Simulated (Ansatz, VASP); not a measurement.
ZnO in VASP and in Ansatz

```
CELL_PARAMETERS angstrom
3.18734 0.00000 0.00000
-1.59367 2.76031 0.00000
0.00000 0.00000 5.15283
ATOMIC_POSITIONS crystal
Zn 0.33333 0.66667 0.00179
Zn 0.66667 0.33333 0.50179
O 0.33333 0.66667 0.38021
O 0.66667 0.33333 0.88021
```

Alike in both runs: functional LDA; k mesh 9 × 9 × 6; occupations gaussian, width 0.02 eV; no spin polarisation.

Ansatz relaxed the structure, and its values are those at the end. VASP's run is a single point on that final structure, the one shown.

|  | VASP | Ansatz |
| --- | --- | --- |
| version | VASP 6.6.1 | Ansatz 0.2.0 |
| potentials or method | VASP PAW LDA potentials, release 64 (Zn, O), cutoff 520 eV | scalar-relativistic, plane waves, PAW |
| valence electrons in the cell | 36 | 36 |

|  | VASP | Ansatz | Ansatz less VASP |
| --- | --- | --- | --- |
| gap on the k mesh at the Fermi level (eV) | 0.81 | 0.79 | -0.014 |
| least direct gap on the mesh (eV) | 0.81 | 0.79 | -0.014 |
| pressure (GPa) | 1.1 | 0.0 | -1.09 |

Ansatz warns that its potentials were made for another functional, while VASP's fit it. LDA's correlation is that of Perdew and Zunger in VASP and of Perdew and Wang (1992) in Ansatz.
